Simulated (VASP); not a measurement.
AlN: single point with r2SCAN

The system is AlN.

```
Al N
1.0
     0.00000    2.18399    2.18399
     2.18399    0.00000    2.18399
     2.18399    2.18399    0.00000
Al N
1 1
Direct
  0.98786 0.00000 0.00000
  0.75000 0.75000 0.75000
```

This cell differs from its parent crystal: all Al atoms moved +0.037 Å, as atom 1 towards its neighbour atom 1 (Al) at 3.089 Å.

```
Program                : VASP 6.6.1
Task                   : single point
Functional             : r2SCAN
Potentials or basis    : VASP PAW PBE potentials, release 64 (Al, N)
Cutoff                 : 520 eV
k mesh                 : 10 × 10 × 10
Occupations            : gaussian, width 0.05 eV
Spin                   : no spin polarisation
Dipole correction      : no
Further INCAR settings : ALGO = Normal; EDIFF = 1e-06; NBANDS = 11
```

* Pressure: 0.0 GPa
* Largest force: 0.569 eV/Å
* Band gap on the k mesh: 3.83 eV, indirect (least direct gap 4.79 eV)

Forces on the atoms (eV/Å):
```
Al   0.044  0.401  0.401
N   -0.044 -0.401 -0.401
```

Stress tensor (GPa, compression positive):
```
0.14 1.81 1.81
1.81 0.00 0.21
1.81 0.21 0.00
```

Levels at points of the mesh, in eV from the valence-band top:
```
           k point  band 2  band 3  band 4  band 5  band 6  band 7
(0.00, 0.00, 0.00)   -0.20   -0.10    0.00    4.79   13.41   13.42
(0.50, 0.00, 0.00)   -5.96   -0.68   -0.59    8.14   10.75   11.80
(0.00, 0.50, 0.00)   -6.00   -0.66   -0.52    8.10   10.72   11.79
(0.50, 0.50, 0.50)   -6.04   -0.58   -0.50    8.07   10.68   11.83
(0.50, 0.50, 0.00)   -5.05   -1.96   -1.86    3.83    9.37   15.09
(0.00, 0.50, 0.50)   -5.05   -1.91   -1.90    3.83    9.37   15.09
```

It took 73 s on 1 thread of Intel(R) Xeon(R) 6975P-C (Granite Rapids) (shared host), peak memory 0.18 GiB.

Caveat: the cell differs from its parent crystal (all Al atoms moved +0.037 Å, as atom 1 towards its neighbour atom 1 (Al) at 3.089 Å); the PAW data sets were made with another functional, which shifts forces and pressure a little. A k mesh can miss the band edges.
